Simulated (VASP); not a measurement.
Set up this calculation in VASP 6.6.1, as the native input.

| Property | Result |
| --- | --- |
| Task | single point |
| Functional | PBE |
| Potentials or basis | VASP PAW PBE potentials, release 64 (W_sv, O) |
| Cutoff | 520 eV |
| k mesh | 5 × 5 × 1 |
| Occupations | gaussian, width 0.1 eV |
| Spin | no spin polarisation |
| Dipole correction | yes |
| Further INCAR settings | ALGO = Normal; EDIFF = 1e-06; NBANDS = 99 |

The structure of W12O lies in POSCAR:

```
W12O
1.0
    5.5140853207      0.0000000000      0.0000000000
   -1.8380284402      5.1987294965      0.0000000000
    0.0000000000      0.0000000000     21.3560050645
W O
12 1
Direct
    0.2500000000      0.2500000000      0.1873009483
    0.2500000000      0.7500000000      0.1873009483
    0.7500000000      0.2500000000      0.1873009483
    0.7500000000      0.7500000000      0.1873009483
    0.0000000000      0.0000000000      0.2892877541
    0.0000000000      0.5000000000      0.2892877541
    0.5000000000      0.0000000000      0.2892877541
    0.5000000000      0.5000000000      0.2892877541
    0.2500000000      0.2500000000      0.3912719181
    0.2500000000      0.7500000000      0.3912719181
    0.7500000000      0.2500000000      0.3912719181
    0.7500000000      0.7500000000      0.3912719181
    0.4166666667      0.4166666667      0.4661922974
```

One way to write it, as run:

INCAR

```
SYSTEM = W12O
ALGO = Normal
DIPOL = 0.5 0.5 0.303
EDIFF = 1E-6
ENCUT = 520
GGA = PE
IDIPOL = 3
ISIF = 2
ISMEAR = 0
LASPH = .True.
LCHARG = .False.
LDIPOL = .True.
LREAL = .False.
LWAVE = .False.
NBANDS = 99
NELM = 80
PREC = Accurate
SIGMA = 0.1
```

KPOINTS

```
k-points
0
Gamma
  5 5 1
  0 0 0
```

Potentials or basis: VASP PAW PBE potentials, release 64 (W_sv, O).

Launch:

```sh
$ cat potpaw_PBE.64/W_sv/POTCAR potpaw_PBE.64/O/POTCAR > POTCAR
$ mpirun -np 1 vasp_std > vasp.out
```

It gave:

```json
{
  "Largest force": "2.636 eV/Å",
  "Band gap on the k mesh": "zero (bands 87 and 88 overlap by 1.16 eV)"
}
```

Caveat: spin-orbit coupling is left out, which moves the levels of the heavy elements.

Run time: 20 min on 1 thread of Intel(R) Xeon(R) 6975P-C (Granite Rapids), with other jobs on the host, peak memory 0.81 GiB.
